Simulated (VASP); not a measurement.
The system is Sb.

```
CELL_PARAMETERS angstrom
0.00000 2.35533 2.35533
2.35533 0.00000 2.35533
2.35533 2.35533 0.00000
ATOMIC_POSITIONS crystal
Sb 0.00000 0.00000 0.00000
```

Base run:

```yaml
Program: VASP 6.6.1
Functional: LDA
Potentials_or_basis: VASP PAW LDA potentials, release 64 (Sb)
Cutoff: 520 eV
k_mesh: 10 × 10 × 10
Occupations: fermi-dirac, width 0.05 eV
Spin: no spin polarisation
```

Its results: pressure -1.0 GPa.

The run is repeated on the same cell with these changes: functional from LDA to PBE; potentials or basis from VASP PAW LDA potentials, release 64 (Sb) to VASP PAW PBE potentials, release 64 (Sb). What comes out?

Pressure 3.1 GPa.
